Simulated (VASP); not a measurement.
Set up this calculation in VASP 6.6.1, as the native input.

```
Task                   : single point
Functional             : PBE
Dispersion             : D3(BJ)
Potentials or basis    : VASP PAW PBE potentials, release 64 (Se)
Cutoff                 : 520 eV
k mesh                 : 9 × 9 × 8
Occupations            : gaussian, width 0.05 eV
Spin                   : no spin polarisation
Dipole correction      : no
Further INCAR settings : ALGO = Normal; EDIFF = 1e-06; NBANDS = 16
```

The structure of Se lies in POSCAR:

```
Se
1.0
    3.9409371099      0.0000000000      0.0000000000
   -1.9704685549      3.4129516519      0.0000000000
    0.0000000000      0.0000000000      5.4641093028
Se
3
Direct
    0.2473450691      0.0000000000      0.3333333333
    0.0000000000      0.2473450691      0.6666666667
    0.7526549309      0.7526549309      0.0000000000
```

This cell differs from its parent crystal: c/a of the conventional cell at fixed volume 1.3865.

These files were run (other wordings do the same):

INCAR

```
ALGO = Normal
EDIFF = 1E-6
ENCUT = 520
GGA = PE
ISIF = 2
ISMEAR = 0
IVDW = 12
LASPH = T
LCHARG = F
LREAL = F
LWAVE = F
NBANDS = 16
NELM = 80
PREC = Accurate
SIGMA = 0.05
```

KPOINTS

```
k-points
0
Gamma
  9 9 8
```

Potentials or basis: VASP PAW PBE potentials, release 64 (Se).

The run is started by

```bash
$ cat potpaw_PBE.64/Se/POTCAR > POTCAR
$ mpirun -np 1 vasp_std > vasp.out
```

Results of the run:

- Pressure: -2.0 GPa
- Largest force: 0.062 eV/Å
- Band gap on the k mesh: zero (filled and empty bands touch)
- Dispersion energy per atom: -0.357 eV

Caveat: pairwise dispersion overbinds metals, which lowers pressure and volume.

It took 40 s on 1 thread of AMD EPYC 9R45 96-Core Processor (Zen 5), on a shared host, peak memory 0.2 GiB.
